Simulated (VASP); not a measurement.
# TiN (Fm-3m) in VASP: vibrations by perturbation theory with LDA

Aim: the vibrations by perturbation theory of TiN with LDA.

Everything below comes from runs of VASP 6.6.1. Logs are shortened: lines on timing, memory, paths and dates and some standing lists are left out, and cuts for length are marked.

### Step 1. The cell of the first run

It takes space group Fm-3m (No. 225, cubic). The conventional cell has a = 4.173 Å, b = 4.173 Å, c = 4.173 Å, α = 90.00°, β = 90.00°, γ = 90.00°. Ti (site symmetry m-3m) has 6 N at 2.09 Å within 2.8 Å. Within 2.8 Å of N (site symmetry m-3m) lie 6 Ti at 2.09 Å.

### Step 2. Vibrations by perturbation theory, LDA

The input, INCAR:

```
PREC = Accurate
ENCUT = 520
EDIFF = 1E-8
ISMEAR = -1
SIGMA = 0.15
LREAL = False
LASPH = True
NELM = 80
ALGO = Normal
ISIF = 2
LWAVE = False
LCHARG = False
GGA = CA
NBANDS = 16
IBRION = 8
NSW = 1
```

The input, KPOINTS:

```
regular mesh
0
Gamma
  16 16 16
```

The input, POSCAR:

```
TiN
1.0
    0.0000000000      2.0865879584      2.0865879584
    2.0865879584      0.0000000000      2.0865879584
    2.0865879584      2.0865879584      0.0000000000
Ti N
1 1
Direct
    0.0000000000      0.0000000000      0.0000000000
    0.5000000000      0.5000000000      0.5000000000
```

Potentials or basis: VASP PAW LDA potentials, release 64 (Ti_sv, N).

Command:

```console
$ cat potpaw_LDA.64/Ti_sv/POTCAR potpaw_LDA.64/N/POTCAR > POTCAR
$ mpirun -np 1 vasp_std > vasp.out
```

OUTCAR:

```text
PREC = Accurate
   ENCUT = 520
   EDIFF = 1E-8
   ISMEAR = -1
   LREAL = False
   LASPH = True
   NELM = 80
   ISIF = 2
   GGA = CA
   IBRION = 8
   NSW = 1

 ion  position               nearest neighbor table
   1  0.000  0.000  0.000-   2 2.09   2 2.09   2 2.09   2 2.09   2 2.09   2 2.09
   2  0.500  0.500  0.500-   1 2.09   1 2.09   1 2.09   1 2.09   1 2.09   1 2.09

  LATTYP: Found a face centered cubic cell.
 ALAT       =     4.1731759168

  Lattice vectors:

 A1 = (   0.0000000000,   2.0865879584,   2.0865879584)
 A2 = (   2.0865879584,   0.0000000000,   2.0865879584)
 A3 = (   2.0865879584,   2.0865879584,   0.0000000000)

Analysis of symmetry for initial positions (statically):
=====================================================================
 Subroutine PRICEL returns:
 Original cell was already a primitive cell.

 Routine SETGRP: Setting up the symmetry group for a
 face centered cubic supercell.

 Subroutine GETGRP returns: Found 48 space group operations
 (whereof 48 operations were pure point group operations)
 out of a pool of 48 trial point group operations.

The static configuration has the point symmetry O_h .

Analysis of symmetry for dynamics (positions and initial velocities):
=====================================================================
 Subroutine PRICEL returns:
 Original cell was already a primitive cell.

 Routine SETGRP: Setting up the symmetry group for a
 face centered cubic supercell.

 Subroutine GETGRP returns: Found 48 space group operations
 (whereof 48 operations were pure point group operations)
 out of a pool of 48 trial point group operations.

The dynamic configuration has the point symmetry O_h .

 Subroutine INISYM returns: Found 48 space group operations
 (whereof 48 operations are pure point group operations),
 and found     1 'primitive' translations

----------------------------------------------------------------------------------------

                                     Primitive cell

  volume of cell :      18.1694

  direct lattice vectors                    reciprocal lattice vectors
     0.000000000  2.086587958  2.086587958    -0.239625652  0.239625652  0.239625652
     2.086587958  0.000000000  2.086587958     0.239625652 -0.239625652  0.239625652
     2.086587958  2.086587958  0.000000000     0.239625652  0.239625652 -0.239625652

  length of vectors
     2.950880990  2.950880990  2.950880990     0.415043804  0.415043804  0.415043804

  position of ions in fractional coordinates (direct lattice)
     0.000000000  0.000000000  0.000000000
     0.500000000  0.500000000  0.500000000

  ion indices of the primitive-cell ions
   primitive index   ion index
                 1           1
                 2           2

----------------------------------------------------------------------------------------

 KPOINTS: regular mesh

Automatic generation of k-mesh.
 Grid dimensions read from file:
 generate k-points for:   16   16   16

 Generating k-lattice:

  Cartesian coordinates                     Fractional coordinates (reciprocal lattice)
    -0.014976603  0.014976603  0.014976603     0.062500000  0.000000000  0.000000000
     0.014976603 -0.014976603  0.014976603     0.000000000  0.062500000  0.000000000
     0.014976603  0.014976603 -0.014976603     0.000000000  0.000000000  0.062500000

  Length of vectors
     0.025940238  0.025940238  0.025940238

  Shift w.r.t. Gamma in fractional coordinates (k-lattice)
     0.000000000  0.000000000  0.000000000

 Subroutine IBZKPT returns following result:
 ===========================================

 Found    145 irreducible k-points:

 Following reciprocal coordinates:
            Coordinates               Weight
  0.000000  0.000000  0.000000      1.000000
  0.062500  0.000000  0.000000      8.000000
  0.125000  0.000000  0.000000      8.000000
  0.187500  0.000000  0.000000      8.000000
  0.250000  0.000000  0.000000      8.000000
  0.312500  0.000000  0.000000      8.000000
[... 16 lines left out ...]
 -0.125000  0.062500  0.000000     24.000000
 -0.062500  0.062500  0.000000     12.000000
 [... further k-points ...]
   k-points           NKPTS =    145   k-points in BZ     NKDIM =    145   number of bands    NBANDS=     16
   number of dos      NEDOS =    301   number of ions     NIONS =      2
   total plane-waves  NPLWV =  13824
   dimension x,y,z NGX =    24 NGY =   24 NGZ =   24
   dimension x,y,z NGXF=    48 NGYF=   48 NGZF=   48
   ions per type =               1   1
   NGX,Y,Z   is equivalent  to a cutoff of  13.52, 13.52, 13.52 a.u.
   NGXF,Y,Z  is equivalent  to a cutoff of  27.04, 27.04, 27.04 a.u.
 SYSTEM =  unknown system
   PREC   = accura    normal or accurate (medium, high low for compatibility)
   ISTART =      0    job   : 0-new  1-cont  2-samecut
   ICHARG =      2    charge: 1-file 2-atom 10-const
   ISPIN  =      1    spin polarized calculation?
   LNONCOLLINEAR =      F non collinear calculations
   LSORBIT =      F    spin-orbit coupling
   LASPH  =      T    aspherical Exc in radial PAW
   ENCUT  =  520.0 eV  38.22 Ry    6.18 a.u.   5.49  5.49  5.49*2*pi/ulx,y,z
   NELM   =     80;   NELMIN=  2; NELMDL= -5     # of ELM steps
   EDIFF  = 0.1E-07   stopping-criterion for ELM
   LREAL  =      F    real-space projection
   EDIFFG = 0.1E-06   stopping-criterion for IOM
   NSW    =      1    number of steps for IOM
   IBRION =      8    ionic relax: 0-MD 1-quasi-New 2-CG
   NFREE  =      0    steps in history (QN), initial steepest desc. (CG)
   ISIF   =      2    stress and relaxation
   ISYM   =      2    0-nonsym 1-usesym 2-fastsym
   POTIM  = 0.5000    time-step for ionic-motion
   TEBEG  =    0.0;   TEEND  =   0.0 temperature during run
   PSTRESS=    0.0 pullay stress
   NELECT =      17.0000    total number of electrons
   NUPDOWN=      -1.0000    fix difference up-down
   EMIN   =  10.00;   EMAX   =-10.00  energy-range for DOS
   EFERMI =   0.00;   METHOD = LEGACY
   ISMEAR =    -1;   SIGMA  =   0.15  broadening in eV -4-tet -1-fermi 0-gaus
   EFERMI_NEDOS =   21; number of points for ismear=-14 and -15
   IALGO  =     38    algorithm
   IMIX   =      4    mixing-type and parameters
     AMIX     =   0.40;   BMIX     =  1.00
     AMIX_MAG =   1.60;   BMIX_MAG =  1.00
  volume/ion in A,a.u.               =       9.08        61.31
  Fermi-wavevector in a.u.,A,eV,Ry     =   1.601196  3.025821 34.882998  2.563828
  Thomas-Fermi vector in A             =   2.698212
   LORBIT       =      0    0 simple, 1 ext, 2 COOP (PROOUT), +10 PAW based schemes
   GGA     = CA    functional components
   LHFCALC =     F    Hartree Fock is set to
   AEXX    =    0.0000 exact exchange contribution
   IVDW    =     0    specifies the selected vdW correction
   LEPSILON=     F    determine dielectric tensor
   LRPA    =     F    only Hartree local field effects (RPA)
 non-spin polarized calculation
  energy-cutoff  :      520.00
  volume of cell :       18.17
 maximum number of plane-waves:       531
 NGX is ok and might be reduce to    24
   NGX = 11   NGY = 11   NGZ = 11

--------------------------------------- Ionic step        1  -------------------------------------------

 number of electron      16.9999996 magnetization

 Free energy of the ion-electron system (eV)
  ---------------------------------------------------
  ext. energy  EPLUGINS =         0.00000000
  ---------------------------------------------------
  free energy    TOTEN  =       -21.70160585 eV

  energy without entropy =      -21.64364536  energy(sigma->0) =      -21.67262560

 E-fermi :  11.8313     XC(G=0): -13.6408

 val. band max:       11.8311145432   @ k =   0.1250   0.0000   0.0000
 cond. band min:      11.8348998207   @ k =  -0.3750   0.4375   0.1875
 fundamental gap:      0.0037852775
 Fermi energy:        11.8312641468

 k-point     1 :       0.0000    0.0000    0.0000
  band No.  band energies     occupation
      1     -45.2176      2.00000
      2     -21.5341      2.00000
      3     -21.5341      2.00000
      4     -21.5341      2.00000
      5      -5.2736      2.00000
      6       9.7945      2.00000
[... 8 lines left out ...]
     15      25.1790      0.00000
     16      32.3198      0.00000
[... 420 lines left out ...]
  band No.  band energies     occupation
      1     -45.2050      2.00000
      2     -21.6110      2.00000
      3     -21.5536      2.00000
      4     -21.5350      2.00000
      5      -5.0522      2.00000
      6       8.6708      2.00000
[... 8 lines left out ...]
     15      25.3790      0.00000
     16      31.5635      0.00000

 [... further k-points ...]
[... 5 lines left out ...]
  --------------------------------------------------------------------------------------
  -------------------------------------------------------------------------------------
  Total        0.1178247      0.1178247      0.1178247     -0.0000000     -0.0000000      0.0000000
  in kB       10.3897906     10.3897906     10.3897906     -0.0000000     -0.0000000      0.0000000
  external PRESSURE =      10.3897906 kB  Pullay stress =       0.0000000 kB

 VOLUME and BASIS-vectors are now :
 -----------------------------------------------------------------------------
  energy-cutoff  :      520.00
  volume of cell :       18.17
      direct lattice vectors                 reciprocal lattice vectors
     0.000000000  2.086587958  2.086587958    -0.239625652  0.239625652  0.239625652
     2.086587958  0.000000000  2.086587958     0.239625652 -0.239625652  0.239625652
     2.086587958  2.086587958  0.000000000     0.239625652  0.239625652 -0.239625652

 POSITION                                       TOTAL-FORCE (eV/Angst)
 -----------------------------------------------------------------------------------
      0.00000      0.00000      0.00000         0.000000      0.000000     -0.000000
      2.08659      2.08659      2.08659         0.000000     -0.000000      0.000000
 -----------------------------------------------------------------------------------
    total drift:                                0.000000     -0.000000     -0.000000

  FREE ENERGIE OF THE ION-ELECTRON SYSTEM (eV)
  ---------------------------------------------------
  free  energy   TOTEN  =       -21.7016058520 eV

  energy  without entropy=      -21.6436453563  energy(sigma->0) =      -21.67262560

[... ionic steps 2 to 3 ...]

--------------------------------------- Ionic step        4  -------------------------------------------

------------------------ aborting loop because EDIFF is reached ----------------------------------------

[... ionic steps 5 to 6 ...]

--------------------------------------- Ionic step        7  -------------------------------------------

 Free energy of the ion-electron system (eV)
  ---------------------------------------------------
  ---------------------------------------------------
  free energy    TOTEN  =        -0.22868862 eV

  energy without entropy =       -0.22868862

------------------------ aborting loop because EDIFF is reached ----------------------------------------

 INTERNAL STRAIN TENSOR  FOR ION    2  DIRECTION 1   (eV/Angst):
 -----------------------------------------------------------------------------
     0.02920 -0.00000  0.00000
    -0.00000 -0.01515 -0.00000
     0.00000 -0.00000 -0.01515

 INTERNAL STRAIN TENSOR FOR ION    2 for displacements in x,y,z  (eV/Angst):
          X           Y           Z          XY          YZ          ZX
  --------------------------------------------------------------------------------
  x     0.00000     0.00000     0.00000     0.00000     0.00000     0.00000
  y     0.00000     0.00000     0.00000     0.00000     0.00000     0.00000
  z     0.00000     0.00000     0.00000     0.00000     0.00000     0.00000

 SECOND DERIVATIVES (NOT SYMMETRIZED)
 ------------------------------------
               1X          1Y          1Z          2X          2Y          2Z
  1X   -12.117337    0.000000    0.000000   12.117337    0.000000    0.000000
  1Y     0.000000  -12.117337    0.000000    0.000000   12.117337    0.000000
  1Z     0.000000    0.000000  -12.117337    0.000000    0.000000   12.117337
  2X    12.131913    0.000000    0.000000  -12.131913    0.000000    0.000000
  2Y     0.000000   12.131913    0.000000    0.000000  -12.131913    0.000000
  2Z     0.000000    0.000000   12.131913    0.000000    0.000000  -12.131913

 Eigenvectors and eigenvalues of the dynamical matrix
 ----------------------------------------------------

   1 f  =   16.541634 THz   103.934152 2PiTHz  551.769517 cm-1    68.410670 meV
             X         Y         Z           dx          dy          dz
      0.000000  0.000000  0.000000    -0.000000    0.475443    0.000000
      2.086588  2.086588  2.086588     0.000000   -0.879746    0.000000

   2 f  =   16.541634 THz   103.934152 2PiTHz  551.769517 cm-1    68.410670 meV
             X         Y         Z           dx          dy          dz
      0.000000  0.000000  0.000000     0.000000    0.000000   -0.475443
      2.086588  2.086588  2.086588     0.000000    0.000000    0.879746
[... 11 lines left out ...]
   5 f/i=    0.004159 THz     0.026130 2PiTHz    0.138720 cm-1     0.017199 meV
             X         Y         Z           dx          dy          dz
      0.000000  0.000000  0.000000     0.861650    0.113395    0.136583
      2.086588  2.086588  2.086588     0.465663    0.061282    0.073814

   6 f/i=    0.004159 THz     0.026130 2PiTHz    0.138720 cm-1     0.017199 meV
             X         Y         Z           dx          dy          dz
      0.000000  0.000000  0.000000    -0.085633   -0.327412    0.812048
      2.086588  2.086588  2.086588    -0.046279   -0.176944    0.438857

--------------------------------------------------------------------------------------------------------

 ELASTIC MODULI CONTR FROM IONIC RELAXATION (kBar)
 Direction    XX          YY          ZZ          XY          YZ          ZX
 --------------------------------------------------------------------------------
 XX           0.0000      0.0000      0.0000      0.0000      0.0000      0.0000
 YY           0.0000      0.0000      0.0000      0.0000      0.0000      0.0000
 ZZ           0.0000      0.0000      0.0000      0.0000      0.0000      0.0000
 XY           0.0000      0.0000      0.0000      0.0000      0.0000      0.0000
 YZ           0.0000      0.0000      0.0000      0.0000      0.0000      0.0000
 ZX           0.0000      0.0000      0.0000      0.0000      0.0000      0.0000
 --------------------------------------------------------------------------------
```

Run time: 12 min. Hardware: 1 thread of Intel Xeon 8259CL, shared host; peak memory 0.36 GiB.

Results:

```
Highest phonon frequency at Γ : 552 cm⁻¹
```

Phonon frequencies in cm⁻¹ (negative: imaginary):
```csv
q point,frequencies
"(0.000, 0.000, 0.000)",0 0 0 552 552 552
```

Caveat: the cell stands under pressure or tension, which shifts response properties.
